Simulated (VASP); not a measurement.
Write the native input for VASP 6.6.1 that does the following.

```
Task                   : single point
Functional             : PBEsol
Potentials or basis    : VASP PAW PBE potentials, release 64 (Zn, Se)
Cutoff                 : 520 eV
k mesh                 : 8 × 8 × 8
Occupations            : gaussian, width 0.01 eV
Spin                   : no spin polarisation
Dipole correction      : no
Further INCAR settings : ALGO = Normal; EDIFF = 1e-07; NBANDS = 16
```

The structure of ZnSe lies in POSCAR:

```
ZnSe
1.0
    2.7354171504      2.7354171504      0.0000000000
   -2.7354171504      2.7354171504      0.0000000000
    0.0000000000      2.7354171504      2.7354171504
Zn Se
1 1
Direct
    0.0000000000      0.0000000000      0.0000000000
    0.7500000000      0.2500000000      0.5000000000
```

The input as run:

INCAR

```
SYSTEM = ZnSe
  ALGO = Normal
  EDIFF = 1E-7
  ENCUT = 520
  GGA = PS
  ISIF = 2
  ISMEAR = 0
  LASPH = .TRUE.
  LCHARG = .FALSE.
  LREAL = .FALSE.
  LWAVE = .FALSE.
  NBANDS = 16
  NELM = 80
  PREC = Accurate
  SIGMA = 0.01
```

KPOINTS

```
k-points
0
G
  8 8 8
  0 0 0
```

Potentials or basis: VASP PAW PBE potentials, release 64 (Zn, Se).

Command:

```console
$ cat potpaw_PBE.64/Zn/POTCAR potpaw_PBE.64/Se/POTCAR > POTCAR
$ mpirun -np 1 vasp_std > vasp.out
```

Results of the run:

| Item | Value |
| --- | --- |
| Pressure | 7.4 GPa |
| Band gap on the k mesh | 1.61 eV, direct |

Caveat: the PAW data sets were made with another functional, which shifts forces and pressure a little.

Wall time 29 s on 1 thread of AMD EPYC 7R13 (shared host), peak memory 0.15 GiB.
